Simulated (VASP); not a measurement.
Runs of VASP 6.6.1 on TiB2. The structure is that of space group P6/mmm (No. 191), or close to it. The cells are those of the table. 

| task | cell | cutoff (eV) | gap on the mesh (eV) | pressure (GPa) |
| --- | --- | --- | --- | --- |
| single point | a = 2.915, b = 2.915, c = 3.045 Å, angles 90.0, 90.0, 120.0°, 3 atoms | 520 | none | (a) |
| relaxation of cell and atoms | relaxed to 40 GPa from a = 3.029, b = 3.029, c = 3.228 Å, angles 90.0, 90.0, 120.0°, 3 atoms | 600 | none | 40.0 |
| single point | a = 2.893, b = 2.893, c = 3.015 Å, angles 90.0, 90.0, 120.0°, 3 atoms | 520 | none | 40.7 |
| single point | a = 2.994, b = 2.994, c = 3.161 Å, angles 90.0, 90.0, 120.0°, 3 atoms | 520 | none | 0.6 |
| single point | a = 2.938, b = 2.938, c = 3.079 Å, angles 90.0, 90.0, 120.0°, 3 atoms | 520 | none | 20.7 |
| relaxation of cell and atoms | relaxed from a = 3.029, b = 3.029, c = 3.228 Å, angles 90.0, 90.0, 120.0°, 3 atoms | 600 | none | 0.2 |
| relaxation of cell and atoms | relaxed to 20 GPa from a = 3.029, b = 3.029, c = 3.228 Å, angles 90.0, 90.0, 120.0°, 3 atoms | 600 | none | 20.0 |
| relaxation of cell and atoms | relaxed to 30 GPa from a = 3.029, b = 3.029, c = 3.228 Å, angles 90.0, 90.0, 120.0°, 3 atoms | 600 | none | 30.0 |
| single point | a = 2.964, b = 2.964, c = 3.117 Å, angles 90.0, 90.0, 120.0°, 3 atoms | 520 | none | (b) |
| relaxation of cell and atoms | relaxed to 10 GPa from a = 3.029, b = 3.029, c = 3.228 Å, angles 90.0, 90.0, 120.0°, 3 atoms | 600 | none | 10.0 |

Alike in all rows: level LDA; potentials or basis VASP PAW LDA potentials, release 64 (Ti_sv, B); no spin polarisation; k mesh 10 × 10 × 9; smearing fermi-dirac 0.1 eV.

**Question.** Fill in the values left out.

**Answer.** (a) 30.7; (b) 10.7.

Caveats: the cell is relaxed towards a set pressure, so the enthalpy falls and the energy may rise (some runs).

A gap of «none» marks levels without a gap at the run's occupations.
